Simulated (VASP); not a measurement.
## PbS: single point with HSE06

The system is PbS.

```
CELL_PARAMETERS angstrom
2.11266 1.21975 3.45192
-2.11266 1.21975 3.45192
0.00000 -2.43949 3.45192
ATOMIC_POSITIONS crystal
Pb 0.98057 0.98057 0.98057
S 0.47504 0.47504 0.47504
```

```json
{
 "Program": "VASP 6.6.1",
 "Task": "single point",
 "Functional": "HSE06",
 "Potentials or basis": "VASP PAW PBE potentials, release 64 (Pb_d, S)",
 "Cutoff": "400 eV",
 "k mesh": "4 × 4 × 4",
 "Occupations": "gaussian, width 0.01 eV",
 "Spin": "no spin polarisation"
}
```

- Pressure: -0.2 GPa
- Largest force: 0.026 eV/Å
- Band gap on the k mesh: 0.91 eV

Forces on the atoms (eV/Å):
```
Pb   0.000  0.000  0.026
S    0.000  0.000 -0.026
```

Levels at points of the mesh, in eV from the valence-band top:
| k point | band 6 | band 7 | band 8 | band 9 | band 10 | band 11 | band 12 | band 13 | band 14 | band 15 |
| --- | --- | --- | --- | --- | --- | --- | --- | --- | --- | --- |
| (0.00, 0.00, 0.00) | -14.90 | -6.41 | -2.39 | -2.39 | -2.39 | 5.97 | 6.00 | 6.00 | 7.53 | 7.53 |
| (0.50, 0.00, 0.00) | -13.64 | -9.49 | -2.02 | -2.01 | 0.00 | 0.91 | 2.58 | 2.58 | 9.46 | 11.17 |
| (0.50, 0.50, 0.00) | -13.19 | -7.65 | -5.60 | -3.74 | -3.73 | 4.48 | 6.43 | 6.53 | 6.54 | 12.20 |
| (0.50, 0.50, 0.50) | -13.65 | -9.48 | -2.01 | -2.01 | -0.02 | 0.92 | 2.58 | 2.58 | 9.45 | 11.17 |

It took 13 min on 1 thread of Intel Xeon 8259CL, on a shared host, peak memory 0.28 GiB.

Caveat: the k points lie up to 0.46 Å⁻¹ apart; the PAW data sets were made with another functional, which shifts forces and pressure a little; spin-orbit coupling is left out, which moves the levels of the heavy elements. A k mesh can miss the band edges.
